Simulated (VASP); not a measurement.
# Ga (P6_3/mmc) in VASP: single point with r2SCAN

Aim: the single point of Ga with r2SCAN.

Everything below comes from runs of VASP 6.6.1. Logs are shortened: lines on timing, memory, paths and dates and some standing lists are left out, and cuts for length are marked.

### 1 The cell of the first run

Symmetry: P6_3/mmc, No. 194, hexagonal system. Conventional cell: a = 2.948 Å, b = 2.948 Å, c = 4.774 Å, α = 90.00°, β = 90.00°, γ = 120.00°. Ga (site symmetry -6m2) has 12 Ga at 2.93 to 2.95 Å within 3.9 Å.

This isn't the form of Ga at room conditions, which is orthorhombic.

### 2 Single point, r2SCAN

The input, POSCAR:

```
Ga
1.0
    2.9477879116      0.0000000000      0.0000000000
   -1.4738939558      2.5528592164      0.0000000000
    0.0000000000      0.0000000000      4.7743056384
Ga
2
Direct
    0.3333333333      0.6666666667      0.7500000000
    0.6666666667      0.3333333333      0.2500000000
```

The input, INCAR.step1:

```
ALGO = Normal ; EDIFF = 1E-4
ENCUT = 520 ; GGA = PE
ISMEAR = 0 ; LASPH = True
LCHARG = False ; LREAL = False
LWAVE = True ; NBANDS = 20
NELM = 80 ; PREC = Accurate
SIGMA = 0.05
```

The input, INCAR.step2:

```
ALGO = Normal ; EDIFF = 1E-6
ENCUT = 520 ; ISIF = 2
ISMEAR = 0 ; ISTART = 1
LASPH = True ; LCHARG = False
LMIXTAU = True ; LREAL = False
LWAVE = False ; METAGGA = R2SCAN
NBANDS = 20 ; NELM = 80
PREC = Accurate ; SIGMA = 0.05
```

The input, KPOINTS:

```
k-points
0
Gamma
  16 16 10
```

Potentials or basis: VASP PAW PBE potentials, release 64 (Ga_d).

On the command line:

```console
> cat potpaw_PBE.64/Ga_d/POTCAR > POTCAR
> cp INCAR.step1 INCAR
> mpirun -np 1 vasp_std > vasp.out
> cp INCAR.step2 INCAR
> mpirun -np 1 vasp_std > vasp.out
```

OUTCAR:

```text
EDIFF = 1E-6
   ENCUT = 520
   ISIF = 2
   ISMEAR = 0
   ISTART = 1
   LASPH = True
   LREAL = False
   METAGGA = R2SCAN
   NELM = 80
   PREC = Accurate

 ion  position               nearest neighbor table
   1  0.333  0.667  0.750-
   2  0.667  0.333  0.250-

  LATTYP: Found a hexagonal cell.
 ALAT       =     2.9477879116
 C/A-ratio  =     1.6196231824

  Lattice vectors:

 A1 = (   2.9477879116,   0.0000000000,   0.0000000000)
 A2 = (  -1.4738939558,   2.5528592164,   0.0000000000)
 A3 = (   0.0000000000,   0.0000000000,   4.7743056384)

Analysis of symmetry for initial positions (statically):
=====================================================================
 Subroutine PRICEL returns:
 Original cell was already a primitive cell.

 Routine SETGRP: Setting up the symmetry group for a
 hexagonal supercell.

 Subroutine GETGRP returns: Found 24 space group operations
 (whereof 12 operations were pure point group operations)
 out of a pool of 24 trial point group operations.

The static configuration has the point symmetry D_3d.
 The point group associated with its full space group is D_6h.

Analysis of symmetry for dynamics (positions and initial velocities):
=====================================================================
 Subroutine PRICEL returns:
 Original cell was already a primitive cell.

 Routine SETGRP: Setting up the symmetry group for a
 hexagonal supercell.

 Subroutine GETGRP returns: Found 24 space group operations
 (whereof 12 operations were pure point group operations)
 out of a pool of 24 trial point group operations.

The dynamic configuration has the point symmetry D_3d.
 The point group associated with its full space group is D_6h.

 Subroutine INISYM returns: Found 24 space group operations
 (whereof 12 operations are pure point group operations),
 and found     1 'primitive' translations

----------------------------------------------------------------------------------------

                                     Primitive cell

  volume of cell :      35.9280

  direct lattice vectors                    reciprocal lattice vectors
     2.947787912  0.000000000  0.000000000     0.339237432  0.195858822  0.000000000
    -1.473893956  2.552859216  0.000000000     0.000000000  0.391717645  0.000000000
     0.000000000  0.000000000  4.774305638     0.000000000  0.000000000  0.209454542

  length of vectors
     2.947787912  2.947787912  4.774305638     0.391717645  0.391717645  0.209454542

  position of ions in fractional coordinates (direct lattice)
     0.333333333  0.666666667  0.750000000
     0.666666667  0.333333333  0.250000000

  ion indices of the primitive-cell ions
   primitive index   ion index
                 1           1
                 2           2

----------------------------------------------------------------------------------------

 KPOINTS: k-points

Automatic generation of k-mesh.
 Grid dimensions read from file:
 generate k-points for:   16   16   10

 Generating k-lattice:

  Cartesian coordinates                     Fractional coordinates (reciprocal lattice)
     0.021202339  0.012241176  0.000000000     0.062500000  0.000000000  0.000000000
     0.000000000  0.024482353  0.000000000     0.000000000  0.062500000  0.000000000
     0.000000000  0.000000000  0.020945454     0.000000000  0.000000000  0.100000000

  Length of vectors
     0.024482353  0.024482353  0.020945454

  Shift w.r.t. Gamma in fractional coordinates (k-lattice)
     0.000000000  0.000000000  0.000000000

 Subroutine IBZKPT returns following result:
 ===========================================

 Found    180 irreducible k-points:

 Following reciprocal coordinates:
            Coordinates               Weight
  0.000000  0.000000  0.000000      1.000000
  0.062500  0.000000  0.000000      6.000000
  0.125000  0.000000  0.000000      6.000000
  0.187500  0.000000  0.000000      6.000000
  0.250000  0.000000  0.000000      6.000000
  0.312500  0.000000  0.000000      6.000000
[... 16 lines left out ...]
  0.187500  0.187500  0.000000      6.000000
  0.250000  0.187500  0.000000     12.000000
 [... further k-points ...]
   k-points           NKPTS =    180   k-points in BZ     NKDIM =    180   number of bands    NBANDS=     20
   number of dos      NEDOS =    301   number of ions     NIONS =      2
   total plane-waves  NPLWV =  20736
   dimension x,y,z NGX =    24 NGY =   24 NGZ =   36
   dimension x,y,z NGXF=    48 NGYF=   48 NGZF=   72
   ions per type =               2
   NGX,Y,Z   is equivalent  to a cutoff of  13.54, 13.54, 12.54 a.u.
   NGXF,Y,Z  is equivalent  to a cutoff of  27.07, 27.07, 25.07 a.u.
 SYSTEM =  unknown system
   PREC   = accura    normal or accurate (medium, high low for compatibility)
   ISTART =      1    job   : 0-new  1-cont  2-samecut
   ICHARG =      0    charge: 1-file 2-atom 10-const
   ISPIN  =      1    spin polarized calculation?
   LNONCOLLINEAR =      F non collinear calculations
   LSORBIT =      F    spin-orbit coupling
   LASPH  =      T    aspherical Exc in radial PAW
   ENCUT  =  520.0 eV  38.22 Ry    6.18 a.u.   5.48  5.48  8.88*2*pi/ulx,y,z
   NELM   =     80;   NELMIN=  2; NELMDL=  0     # of ELM steps
   EDIFF  = 0.1E-05   stopping-criterion for ELM
   LREAL  =      F    real-space projection
   EDIFFG = 0.1E-04   stopping-criterion for IOM
   NSW    =      0    number of steps for IOM
   IBRION =     -1    ionic relax: 0-MD 1-quasi-New 2-CG
   NFREE  =      0    steps in history (QN), initial steepest desc. (CG)
   ISIF   =      2    stress and relaxation
   ISYM   =      2    0-nonsym 1-usesym 2-fastsym
   POTIM  = 0.5000    time-step for ionic-motion
   TEBEG  =    0.0;   TEEND  =   0.0 temperature during run
   PSTRESS=    0.0 pullay stress
   NELECT =      26.0000    total number of electrons
   NUPDOWN=      -1.0000    fix difference up-down
   EMIN   =  10.00;   EMAX   =-10.00  energy-range for DOS
   EFERMI =   0.00;   METHOD = LEGACY
   ISMEAR =     0;   SIGMA  =   0.05  broadening in eV -4-tet -1-fermi 0-gaus
   EFERMI_NEDOS =   21; number of points for ismear=-14 and -15
   IALGO  =     38    algorithm
   IMIX   =      4    mixing-type and parameters
     AMIX     =   0.40;   BMIX     =  1.00
     AMIX_MAG =   1.60;   BMIX_MAG =  1.00
  volume/ion in A,a.u.               =      17.96       121.23
  Fermi-wavevector in a.u.,A,eV,Ry     =   1.469788  2.777498 29.392369  2.160278
  Thomas-Fermi vector in A             =   2.585124
   LORBIT       =      0    0 simple, 1 ext, 2 COOP (PROOUT), +10 PAW based schemes
   METAGGA = R2SCAN    functional components
   LHFCALC =     F    Hartree Fock is set to
   AEXX    =    0.0000 exact exchange contribution
   IVDW    =     0    specifies the selected vdW correction
   LEPSILON=     F    determine dielectric tensor
   LRPA    =     F    only Hartree local field effects (RPA)
 non-spin polarized calculation
 Gauss-broadening in eV      SIGMA  =   0.05
  energy-cutoff  :      520.00
  volume of cell :       35.93
 maximum number of plane-waves:       996
 NGX is ok and might be reduce to    24
   NGX = 11   NGY = 11   NGZ = 17

 number of electron      25.9999996 magnetization

 Free energy of the ion-electron system (eV)
  ---------------------------------------------------
  ext. energy  EPLUGINS =         0.00000000
  ---------------------------------------------------
  free energy    TOTEN  =       -22.58004279 eV

  energy without entropy =      -22.57914622  energy(sigma->0) =      -22.57959450

 E-fermi :   5.9529     XC(G=0): -12.4800

 val. band max:        5.9511331775   @ k =   0.3125   0.0000   0.1000
 cond. band min:       5.9582091333   @ k =   0.3125   0.0625   0.4000
 fundamental gap:      0.0070759558
 Fermi energy:         5.9528942501

 k-point     1 :       0.0000    0.0000    0.0000
  band No.  band energies     occupation
      1      -9.6754      2.00000
      2      -9.5651      2.00000
      3      -9.5497      2.00000
      4      -9.5497      2.00000
      5      -9.5220      2.00000
      6      -9.5220      2.00000
[... 12 lines left out ...]
     19      20.9421      0.00000
     20      21.1097      0.00000

 k-point     2 :       0.0625    0.0000    0.0000
  band No.  band energies     occupation
      1      -9.6688      2.00000
      2      -9.5733      2.00000
      3      -9.5407      2.00000
      4      -9.5397      2.00000
      5      -9.5226      2.00000
      6      -9.5138      2.00000
[... 12 lines left out ...]
     19      21.1993      0.00000
     20      21.6483      0.00000

 k-point     3 :       0.1250    0.0000    0.0000
  band No.  band energies     occupation
      1      -9.6563      2.00000
      2      -9.5832      2.00000
      3      -9.5309      2.00000
      4      -9.5150      2.00000
      5      -9.5132      2.00000
      6      -9.5001      2.00000
[... 12 lines left out ...]
     19      19.4903      0.00000
     20      22.3760      0.00000

 k-point     4 :       0.1875    0.0000    0.0000
  band No.  band energies     occupation
      1      -9.6600      2.00000
      2      -9.5782      2.00000
      3      -9.5350      2.00000
      4      -9.5275      2.00000
      5      -9.5091      2.00000
      6      -9.4823      2.00000
[... 12 lines left out ...]
     19      19.0616      0.00000
     20      21.6806      0.00000

 k-point     5 :       0.2500    0.0000    0.0000
  band No.  band energies     occupation
      1      -9.6826      2.00000
      2      -9.5765      2.00000
      3      -9.5640      2.00000
      4      -9.5263      2.00000
      5      -9.5234      2.00000
      6      -9.4440      2.00000
[... 12 lines left out ...]
     19      18.3750      0.00000
     20      21.2553      0.00000
[... 353 lines left out ...]
      6      -9.4612      2.00000
[... 12 lines left out ...]
     19      16.7857      0.00000
     20      18.3510      0.00000

 k-point    22 :       0.4375    0.1250    0.0000
  band No.  band energies     occupation
      1      -9.7156      2.00000
      2      -9.6761      2.00000
      3      -9.5913      2.00000
      4      -9.5611      2.00000
      5      -9.4757      2.00000
      6      -9.4540      2.00000
[... 12 lines left out ...]
     19      16.6826      0.00000
     20      18.2663      0.00000

 k-point    23 :       0.1875    0.1875    0.0000
  band No.  band energies     occupation
      1      -9.6252      2.00000
      2      -9.6243      2.00000
      3      -9.6077      2.00000
      4      -9.5496      2.00000
      5      -9.4883      2.00000
      6      -9.4447      2.00000
[... 12 lines left out ...]
     19      16.9064      0.00000
     20      21.3113      0.00000

 k-point    24 :       0.2500    0.1875    0.0000
  band No.  band energies     occupation
      1      -9.6453      2.00000
      2      -9.6407      2.00000
      3      -9.5983      2.00000
      4      -9.5548      2.00000
      5      -9.4756      2.00000
      6      -9.4545      2.00000
[... 12 lines left out ...]
     19      15.8667      0.00000
     20      21.2275      0.00000

 [... further k-points ...]
[... 5 lines left out ...]
  --------------------------------------------------------------------------------------
  -------------------------------------------------------------------------------------
  Total        0.0273680      0.0273680     -0.0266837      0.0000000      0.0000000      0.0000000
  in kB        1.2204513      1.2204513     -1.1899358      0.0000000      0.0000000      0.0000000
  external PRESSURE =       0.4169889 kB  Pullay stress =       0.0000000 kB

 VOLUME and BASIS-vectors are now :
 -----------------------------------------------------------------------------
  energy-cutoff  :      520.00
  volume of cell :       35.93
      direct lattice vectors                 reciprocal lattice vectors
     2.947787912  0.000000000  0.000000000     0.339237432  0.195858822  0.000000000
    -1.473893956  2.552859216  0.000000000     0.000000000  0.391717645  0.000000000
     0.000000000  0.000000000  4.774305638     0.000000000  0.000000000  0.209454542

 POSITION                                       TOTAL-FORCE (eV/Angst)
 -----------------------------------------------------------------------------------
     -0.00000      1.70191      3.58073         0.000000     -0.000000      0.000000
      1.47389      0.85095      1.19358        -0.000000      0.000000      0.000000
 -----------------------------------------------------------------------------------
    total drift:                                0.000000     -0.000000      0.000000

  FREE ENERGIE OF THE ION-ELECTRON SYSTEM (eV)
  ---------------------------------------------------
  free  energy   TOTEN  =       -22.5800427857 eV

  energy  without entropy=      -22.5791462221  energy(sigma->0) =      -22.57959450
```

Run time: 7.6 min. Hardware: 1 thread of Intel Xeon 8259CL, shared host; peak memory 0.24 GiB.

Results:

```
Free energy            : -22.5800 eV
Pressure               : 0.0 GPa
Band gap on the k mesh : zero (bands 13 and 14 overlap by 8.47 eV)
```

Levels at points of the mesh, in eV from the Fermi level:
| k point | band 9 | band 10 | band 11 | band 12 | band 13 | band 14 | band 15 | band 16 | band 17 | band 18 |
| --- | --- | --- | --- | --- | --- | --- | --- | --- | --- | --- |
| (0.00, 0.00, 0.00) | -15.27 | -15.27 | -12.09 | -5.12 | -4.48 | 10.52 | 10.52 | 12.65 | 12.65 | 13.94 |
| (0.50, 0.00, 0.00) | -15.25 | -15.25 | -6.09 | -5.36 | 0.71 | 0.79 | 0.98 | 3.35 | 5.23 | 8.99 |
| (0.00, 0.00, 0.50) | -15.33 | -15.33 | -10.28 | -10.28 | 4.10 | 4.10 | 11.87 | 11.87 | 11.87 | 11.87 |
| (0.50, 0.00, 0.50) | -15.25 | -15.25 | -4.37 | -4.37 | -3.51 | -3.51 | 7.12 | 7.12 | 8.22 | 8.22 |

Caveat: the PAW data sets were made with another functional, which shifts forces and pressure a little.
